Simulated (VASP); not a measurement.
Runs of VASP 6.6.1 on SnTe. It takes space group F-43m (No. 216, cubic). Conventional cell: a = 7.168 Å, b = 7.168 Å, c = 7.168 Å, α = 90.00°, β = 90.00°, γ = 90.00°. Sn (site symmetry -43m) has 4 Te at 3.10 Å within 4.1 Å. Te (site symmetry -43m) has 4 Sn at 3.10 Å within 4.1 Å. 

```csv
level,grid for exact exchange (PRECFOCK),share of exact exchange,screening parameter,gap on the mesh (eV),pressure (GPa)
r2SCAN,-,-,-,0.09,-0.2
PBE-based screened hybrid with 40 % exact exchange,Normal,0.4,0.3 1/Å,(a),-0.5
PBE-based screened hybrid with 5 % exact exchange,Normal,0.05,0.3 1/Å,0.06,0.2
HSE06,Normal,0.25,0.2079 1/Å,(b),-0.2
```

Alike in all rows: task single point; potentials or basis VASP PAW PBE potentials, release 64 (Sn_d, Te); no spin polarisation; cell as given; k mesh 4 × 4 × 4; cutoff (eV) 520; smearing fermi-dirac 0.02 eV.

Estimate the missing entries.

(a) 0.30; (b) 0.29.

Caveats: the structure was generated, so it needn't be the stable form of SnTe; the PAW data sets were made with another functional, which shifts forces and pressure a little; spin-orbit coupling is left out, which moves the levels of the heavy elements; semilocal functionals underestimate gaps, and a narrow one can read as zero (at least some runs).

A k mesh can miss the band edges, and the runs leave out spin-orbit coupling on Sn, Te.
